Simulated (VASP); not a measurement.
A run of VASP 6.6.1 is set up as follows.

The input INCAR:

```
PREC     = Accurate       # precision mode
ENCUT    = 520            # plane-wave cutoff, eV
EDIFF    = 1E-6           # SCF threshold, eV
ISMEAR   = 0              # smearing method
SIGMA    = 0.02           # smearing width, eV
LREAL    = F              # projectors in reciprocal space
LASPH    = T              # aspherical terms in the spheres
NELM     = 60             # most SCF steps
ALGO     = Normal         # electronic algorithm
ISIF     = 2              # what is computed and relaxed
LWAVE    = F              # write WAVECAR
LCHARG   = F              # write CHGCAR
GGA      = PE             # functional
NBANDS   = 11             # bands
```

File KPOINTS:

```
Automatic mesh
0
Gamma
  10 10 10
```

The input POSCAR:

```
MgO
1.0
    0.0000000000      2.1266795358      2.1266795358
    2.1266795358      0.0000000000      2.1266795358
    2.1266795358      2.1266795358      0.0000000000
Mg O
1 1
Direct
    0.0000000000      0.0000000000      0.0000000000
    0.5000000000      0.5000000000      0.5000000000
```

Potentials or basis: VASP PAW PBE potentials, release 64 (Mg, O).

Launch:

```console
$ cat potpaw_PBE.64/Mg/POTCAR potpaw_PBE.64/O/POTCAR > POTCAR
$ mpirun -np 1 vasp_std > vasp.out
```

Question: Predict the band gap on the k mesh.

Answer: 4.45 eV, direct.

Question: What does it give for the pressure?

Answer: -0.7 GPa.

PBE gaps usually lie below the measured ones, often by a third to a half.
